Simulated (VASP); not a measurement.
The system is InB2As3.

```
In B As
1.0
     3.49158    0.00000    0.00000
     0.00000    3.49158    0.00000
     0.00000    0.00000    8.41823
In B As
1 2 3
Direct
  0.00000 0.00000 0.50000
  0.50000 0.50000 0.40492
  0.50000 0.50000 0.59508
  0.00000 0.00000 0.82886
  0.00000 0.00000 0.17114
  0.50000 0.50000 0.00000
```

| Quantity | Value |
| --- | --- |
| Program | VASP 6.6.1 |
| Task | relaxation of cell and atoms |
| Functional | PBE |
| Potentials or basis | VASP PAW PBE potentials, release 64 (In_d, B, As) |
| Cutoff | 600 eV |
| k mesh | 10 × 10 × 6 |
| Occupations | gaussian, width 0.1 eV |
| Spin | no spin polarisation |

At the start: pressure 0.2 GPa; volume 17.10 Å³/atom.

Q: Where does the relaxation end?

A: Over 12 steps the energy falls by 3.9 meV/atom; space group P4/mmm (No. 123, to 0.05 Å).

Step by step:
```csv
step,energy change (eV),largest force (eV/Å),pressure (GPa),volume (Å³)
1,0.0000,0.0302,0.17,102.63
2,-0.0124,0.2865,-0.29,102.90
3,-0.0137,0.4063,-0.49,103.02
4,-0.0208,0.1575,-0.05,102.73
5,-0.0216,0.0945,0.17,102.59
6,-0.0223,0.0725,0.05,102.76
7,-0.0224,0.0815,-0.21,103.14
8,-0.0226,0.0453,-0.12,102.98
9,-0.0229,0.0284,-0.14,102.93
10,-0.0231,0.0439,-0.18,102.85
11,-0.0233,0.0124,0.05,102.57
12,-0.0233,0.0023,-0.01,102.64
```

Final structure:
```
CELL_PARAMETERS angstrom
3.45064 0.00000 0.00000
0.00000 3.45064 0.00000
0.00000 0.00000 8.61998
ATOMIC_POSITIONS crystal
In 0.00000 0.00000 0.50000
B 0.50000 0.50000 0.40705
B 0.50000 0.50000 0.59295
As 0.00000 0.00000 0.82694
As 0.00000 0.00000 0.17306
As 0.50000 0.50000 0.00000
```
